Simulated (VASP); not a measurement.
## Fe2O5 (cubic X2O5 type): single point with PBE

Fe2O5 (cubic X2O5 type):

```
Fe O
1.0
     4.90937    0.00000    0.00000
     0.00000    4.90937    0.00000
     0.00000    0.00000    4.90937
Fe O
4 10
Direct
  0.00000 0.00000 0.00000
  0.50000 0.50000 0.00000
  0.50000 0.00000 0.50000
  0.00000 0.50000 0.50000
  0.50000 0.00000 0.00000
  0.00000 0.50000 0.00000
  0.00000 0.00000 0.50000
  0.50000 0.50000 0.50000
  0.75000 0.75000 0.25000
  0.75000 0.25000 0.75000
  0.25000 0.75000 0.75000
  0.75000 0.25000 0.25000
  0.25000 0.75000 0.25000
  0.25000 0.25000 0.75000
```

* Program: VASP 6.6.1
* Task: single point
* Functional: PBE
* Potentials or basis: VASP PAW PBE potentials, release 64 (Fe, O)
* Cutoff: 520 eV
* k mesh: 11 × 11 × 11
* Occupations: fermi-dirac, width 0.0612256 eV
* Spin: no spin polarisation
* Dipole correction: no
* Further INCAR settings: ALGO = Normal; EDIFF = 1e-07; NBANDS = 59

```yaml
Pressure: -3.8 GPa
Band_gap_on_the_k_mesh: zero (bands 46 and 47 overlap by 0.69 eV)
```

Levels at points of the mesh, in eV from the Fermi level:
```tsv
k point	band 45	band 46	band 47	band 48	band 49	band 50
(0.00, 0.00, 0.00)	-0.24	-0.16	-0.16	-0.16	0.14	0.14
```

It took 6 min on 1 thread of Intel(R) Xeon(R) 6975P-C (Granite Rapids), on a shared host, peak memory 0.41 GiB.

Caveat: the cell stands under tension; the run has no spin polarisation, though such a crystal can be magnetic; semilocal functionals often make such compounds metallic where correlation or magnetic order opens a gap, which also shifts bond lengths. Spin polarisation is off, so any magnetic state and its effect on volume and gap are missing.
